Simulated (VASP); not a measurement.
Crystal: GaGe3.

```xyz
4
Lattice="4.2785 0.0000 0.0000 0.0000 4.2785 0.0000 0.0000 0.0000 4.2785" Properties=species:S:1:pos:R:3 pbc="T T T"
Ge    2.1392    2.1392    0.0000
Ge    2.1392    0.0000    2.1392
Ge    0.0000    2.1392    2.1392
Ga    0.0000    0.0000    0.0000
```

Base run:

- Program: VASP 6.6.1
- Functional: LDA
- Potentials or basis: VASP PAW LDA potentials, release 64 (Ge_d, Ga_d)
- Cutoff: 520 eV
- k mesh: 6 × 6 × 6
- Occupations: fermi-dirac, width 0.05 eV
- Spin: no spin polarisation

Its results: pressure -4.8 GPa.

Question: The run is repeated on the same cell with these changes: functional from LDA to r2SCAN; potentials or basis from VASP PAW LDA potentials, release 64 (Ge_d, Ga_d) to VASP PAW PBE potentials, release 64 (Ge_d, Ga_d). What comes out?

Answer: Pressure -2.4 GPa.

Caveats: the PAW data sets were made with another functional, which shifts forces and pressure a little (some runs).
